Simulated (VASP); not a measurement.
# Mg (P6/mmm) in VASP: a series of runs, part 3 of 3

VASP 6.6.1.

## 6. Relaxation of shape and atoms at fixed volume, PBE

This run uses another cell than the first one, of 14.90 Å³/atom, 0.659 times its volume.

File INCAR:

```
SYSTEM = Mg
PREC = Accurate ; ENCUT = 600
EDIFF = 1E-6 ; ISMEAR = -1
SIGMA = 0.1 ; LREAL = .FALSE.
LASPH = .TRUE. ; NELM = 100
ALGO = Normal ; ISIF = 4
LWAVE = .FALSE. ; LCHARG = .FALSE.
GGA = PE ; IBRION = 2
NSW = 50 ; EDIFFG = -0.005
```

File KPOINTS:

```
Automatic mesh
0
G
  14 14 13
  0 0 0
```

File POSCAR:

```
Mg
1.0
    2.5763213834      0.0000000000      0.0000000000
   -1.2881606917      2.2311597663      0.0000000000
    0.0000000000      0.0000000000      2.5917298586
Mg
1
Direct
    0.0000000000      0.0000000000      0.0000000000
```

Potentials or basis: VASP PAW PBE potentials, release 64 (Mg).

Started as:

```console
cat potpaw_PBE.64/Mg/POTCAR > POTCAR
mpirun -np 1 vasp_std > vasp.out
```

OUTCAR:

```text
SYSTEM = Mg
   PREC = Accurate
   ENCUT = 600
   EDIFF = 1E-6
   ISMEAR = -1
   LREAL = .FALSE.
   LASPH = .TRUE.
   NELM = 100
   ISIF = 4
   GGA = PE
   IBRION = 2
   NSW = 50
   EDIFFG = -0.005

 ion  position               nearest neighbor table
   1  0.000  0.000  0.000-

  LATTYP: Found a hexagonal cell.
 ALAT       =     2.5763213834
 C/A-ratio  =     1.0059808048

  Lattice vectors:

 A1 = (   2.5763213834,   0.0000000000,   0.0000000000)
 A2 = (  -1.2881606917,   2.2311597663,   0.0000000000)
 A3 = (   0.0000000000,   0.0000000000,   2.5917298586)

Analysis of symmetry for initial positions (statically):
=====================================================================
 Subroutine PRICEL returns:
 Original cell was already a primitive cell.

 Routine SETGRP: Setting up the symmetry group for a
 hexagonal supercell.

 Subroutine GETGRP returns: Found 24 space group operations
 (whereof 24 operations were pure point group operations)
 out of a pool of 24 trial point group operations.

The static configuration has the point symmetry D_6h.

[... 166 lines left out ...]
  -------------------------------------------------------------------------------------
  Total        4.6089397      4.6089397      2.6651686      0.0000000     -0.0000000      0.0000000
  in kB      495.6683316    495.6683316    286.6255078      0.0000000     -0.0000000      0.0000000
  external PRESSURE =     425.9873903 kB  Pullay stress =       0.0000000 kB
[... 127 lines left out ...]
--------------------------------------- Ionic step        5  -------------------------------------------

 number of electron       2.0000000 magnetization

 Free energy of the ion-electron system (eV)
  ---------------------------------------------------
  ext. energy  EPLUGINS =         0.00000000
  ---------------------------------------------------
  free energy    TOTEN  =        -0.40773939 eV

  energy without entropy =       -0.39609388  energy(sigma->0) =       -0.40191663

 E-fermi :   5.4260     XC(G=0):  -9.9401

 val. band max:        5.4024286630   @ k =   0.0714  -0.0000   0.3846
 cond. band min:       5.4366235282   @ k =   0.3571   0.2143   0.0769
 fundamental gap:      0.0341948652
 Fermi energy:         5.4260138256

 k-point     1 :       0.0000    0.0000    0.0000
  band No.  band energies     occupation
      1      -3.6159      2.00000
      2      16.1233      0.00000
      3      19.8029      0.00000
      4      20.6375      0.00000
      5      20.6375      0.00000
[... 177 lines left out ...]
 k-point    24 :       0.3571    0.2857    0.0000
  band No.  band energies     occupation
      1       4.2601      1.99998
      2       5.0988      1.92695
      3       7.8753      0.00000
      4      25.1463      0.00000
      5      25.4217      0.00000

 [... further k-points ...]

------------------------ aborting loop because EDIFF is reached ----------------------------------------

  FORCE on cell =-STRESS in cart. coord.  units (eV):
  Direction    XX          YY          ZZ          XY          YZ          ZX
  --------------------------------------------------------------------------------------
  -------------------------------------------------------------------------------------
  Total        3.7855585      3.7855585      3.7792378      0.0000000     -0.0000000     -0.0000000
  in kB      407.1178121    407.1178120    406.4380480      0.0000000     -0.0000000     -0.0000000
  external PRESSURE =     406.8912240 kB  Pullay stress =       0.0000000 kB
[... 16 lines left out ...]
  FREE ENERGIE OF THE ION-ELECTRON SYSTEM (eV)
  ---------------------------------------------------
  free  energy   TOTEN  =        -0.4077393876 eV

  energy  without entropy=       -0.3960938754  energy(sigma->0) =       -0.40191663

 reached required accuracy - stopping structural energy minimisation
```

OSZICAR:

```text
N       E                     dE             d eps       ncg     rms          rms(c)
DAV:   1     0.951866382853E+00    0.95187E+00   -0.90358E+02  1840   0.317E+02
DAV:   2    -0.386846856538E+00   -0.13387E+01   -0.12760E+01  2325   0.219E+01
[... 22 lines left out ...]
       N       E                     dE             d eps       ncg     rms          rms(c)
DAV:   1    -0.407734656286E+00    0.19748E-05   -0.54508E-05  2000   0.424E-02    0.431E-03
DAV:   2    -0.407734230127E+00    0.42616E-06   -0.43230E-07  1750   0.446E-03
   4 F= -.40773423E+00 E0= -.40191975E+00  d E =-.431718E-01
       N       E                     dE             d eps       ncg     rms          rms(c)
DAV:   1    -0.407739552761E+00   -0.48965E-05   -0.35738E-05  1990   0.326E-02    0.326E-03
DAV:   2    -0.407739387602E+00    0.16516E-06   -0.27927E-07  1640   0.369E-03
   5 F= -.40773939E+00 E0= -.40191663E+00  d E =-.515747E-05
```

CONTCAR:

```text
Mg
   1.00000000000000
     2.6340039171212544   -0.0000000000000000   -0.0000000000000000
    -1.3170019585606272    2.2811143058273635    0.0000000000000000
     0.0000000000000000   -0.0000000000000000    2.4794592526854871
  Mg
     1
Direct
     0.0000000000000000    1.0000000000000000    0.0000000000000000

  0.00000000E+00  0.00000000E+00  0.00000000E+00
```

Run time: 20 s. Hardware: 1 thread of Intel Xeon Platinum 8259CL at 2.50GHz (Skylake/Cascade Lake), shared host; peak memory 0.15 GiB.

What came out:

- Free energy: -0.4077 eV
- Energy gained by relaxing: 43.2 meV/atom
- Ionic steps: 5
- Pressure after relaxing: 40.7 GPa
- Band gap on the k mesh: zero (band 1 reaches 8.84 eV, above the bottom of band 2 at 3.34 eV)

Step by step:
```
step  energy change (eV)  largest force (eV/Å)  pressure (GPa)  volume (Å³)
   1              0.0000                0.0000           42.60        14.90
   2             -0.0345                0.0000           40.30        14.90
   3             -0.0432                0.0000           40.69        14.90
   4             -0.0432                0.0000           40.67        14.90
   5             -0.0432                0.0000           40.69        14.90
```

Final structure:
```cif
data_structure
_symmetry_space_group_name_H-M 'P 1'
_symmetry_Int_Tables_number 1
_cell_length_a 2.6340
_cell_length_b 2.6340
_cell_length_c 2.4795
_cell_angle_alpha 90.000
_cell_angle_beta 90.000
_cell_angle_gamma 120.000
_cell_volume 14.90
loop_
_atom_site_label
_atom_site_type_symbol
_atom_site_fract_x
_atom_site_fract_y
_atom_site_fract_z
_atom_site_occupancy
Mg1 Mg 0.00000 0.00000 0.00000 1
```

Levels at points of the mesh, in eV from the Fermi level:
| k point | band 1 | band 2 | band 3 | band 4 |
| --- | --- | --- | --- | --- |
| (0.00, 0.00, 0.00) | -9.04 | 10.70 | 14.38 | 15.21 |
| (0.50, 0.00, 0.00) | -2.67 | -1.44 | 10.05 | 11.55 |

## 7. Summary

| task | cell | cutoff (eV) | gap on the mesh (eV) | pressure (GPa) |
| --- | --- | --- | --- | --- |
| single point | a = 2.981, b = 2.981, c = 2.937 Å, angles 90.0, 90.0, 120.0°, 1 atom | 520 | none | 4.2 |
| single point | a = 3.089, b = 3.089, c = 3.108 Å, angles 90.0, 90.0, 120.0°, 1 atom | 520 | none | -0.1 |
| relaxation of shape and atoms at fixed volume | relaxed from a = 2.332, b = 2.332, c = 2.346 Å, angles 90.0, 90.0, 120.0°, 1 atom | 600 | none | 110.0 |
| relaxation of shape and atoms at fixed volume | relaxed from a = 2.452, b = 2.452, c = 2.467 Å, angles 90.0, 90.0, 120.0°, 1 atom | 600 | none | 68.4 |
| relaxation of shape and atoms at fixed volume | relaxed from a = 2.576, b = 2.576, c = 2.592 Å, angles 90.0, 90.0, 120.0°, 1 atom | 600 | none | 40.7 |

Alike in all rows: level PBE; potentials or basis VASP PAW PBE potentials, release 64 (Mg); no spin polarisation; k mesh 14 × 14 × 13; smearing fermi-dirac 0.1 eV.

Total energies depend on the potentials used, so only differences within one code and one set of settings carry meaning.
